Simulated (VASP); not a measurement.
Write the native input for VASP 6.6.1 that does the following.

- Task: single point
- Functional: PBE
- Potentials or basis: VASP PAW PBE potentials, release 64 (Y_sv, Ga_d, F)
- Cutoff: 520 eV
- k mesh: 12 × 12 × 4
- Occupations: gaussian, width 0.02 eV
- Spin: no spin polarisation
- Dipole correction: no
- Further INCAR settings: ALGO = Normal; EDIFF = 1e-07; NBANDS = 35

The structure of YGaF4 lies in POSCAR:

```
YGaF4
1.0
    3.8875581816      0.0000000000      0.0000000000
   -1.9437790908      3.3667241439      0.0000000000
    0.0000000000      0.0000000000      6.2842398781
Y Ga F
1 1 4
Direct
    0.0000000000      0.0000000000      0.5000000000
    0.0000000000      0.0000000000      0.0000000000
    0.3333333333      0.6666666667      0.3045822163
    0.3333333333      0.6666666667      0.6954177837
    0.6666666667      0.3333333333      0.3045822163
    0.6666666667      0.3333333333      0.6954177837
```

These files were run (other wordings do the same):

INCAR

```
PREC     = Accurate       # precision mode
ENCUT    = 520            # plane-wave cutoff, eV
EDIFF    = 1E-7           # SCF threshold, eV
ISMEAR   = 0              # smearing method
SIGMA    = 0.02           # smearing width, eV
LREAL    = False          # projectors in reciprocal space
LASPH    = True           # aspherical terms in the spheres
NELM     = 100            # most SCF steps
ALGO     = Normal         # electronic algorithm
ISIF     = 2              # what is computed and relaxed
LWAVE    = False          # write WAVECAR
LCHARG   = False          # write CHGCAR
GGA      = PE             # functional
NBANDS   = 35             # bands
```

KPOINTS

```
regular mesh
0
Gamma
  12 12 4
```

Potentials or basis: VASP PAW PBE potentials, release 64 (Y_sv, Ga_d, F).

Command:

```sh
$ cat potpaw_PBE.64/Y_sv/POTCAR potpaw_PBE.64/Ga_d/POTCAR potpaw_PBE.64/F/POTCAR > POTCAR
$ mpirun -np 1 vasp_std > vasp.out
```

It gave:

```yaml
Pressure: -0.2 GPa
Band_gap_on_the_k_mesh: 2.32 eV, indirect (least direct gap 2.52 eV)
```

Run time: 100 s on 1 thread of AMD EPYC 9R45 96-Core Processor (Zen 5), on a shared host, peak memory 0.29 GiB.
